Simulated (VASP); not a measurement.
ZrZn3N2, 6 atoms in the cell. The structure is orthorhombic, space group Cmmm (No. 65). The conventional cell has a = 6.057 Å, b = 6.441 Å, c = 4.607 Å, α = 90.00°, β = 90.00°, γ = 90.00°. Within 2.6 Å of Zr (site symmetry mmm) lie 4 Zn at 1.95 to 2.30 Å. Zn (site symmetry mmm) has 4 N at 2.21 Å and 2 Zr at 2.30 Å within 2.9 Å. Within 2.6 Å of Zn (site symmetry 2mm) lie 1 Zr at 1.95 Å and 1 Zn at 2.15 Å. Within 2.9 Å of N (site symmetry 2/m) lie 6 Zn at 2.21 to 2.84 Å. The cell was built from a structure type or drawn by symmetry, and may not be a known phase.

```yaml
Program: VASP 6.6.1
Task: single point
Functional: PBE
Potentials_or_basis: VASP PAW PBE potentials, release 64 (Zr_sv, Zn, N)
Cutoff: 520 eV
k_mesh: 4 × 4 × 4
Occupations: gaussian, width 0.1 eV
Spin: no spin polarisation
Dipole_correction: no
Further_INCAR_settings: ALGO = Normal; EDIFF = 1e-06; NBANDS = 38
```

Potentials or basis: VASP PAW PBE potentials, release 64 (Zr_sv, Zn, N).

Launch:

```console
$ cat potpaw_PBE.64/Zr_sv/POTCAR potpaw_PBE.64/Zn/POTCAR potpaw_PBE.64/N/POTCAR > POTCAR
$ mpirun -np 1 vasp_std > vasp.out
```

Hardware: 1 thread of Intel(R) Xeon(R) Platinum 8259CL CPU @ 2.50GHz (Skylake/Cascade Lake), on a shared host.

**Question.** How long does it take, and how much memory?

**Answer.** Wall time 67 s on 1 thread of Intel(R) Xeon(R) Platinum 8259CL CPU @ 2.50GHz (Skylake/Cascade Lake), with other jobs on the host, peak memory 0.24 GiB. Counts: scf iterations 17, k points 21.
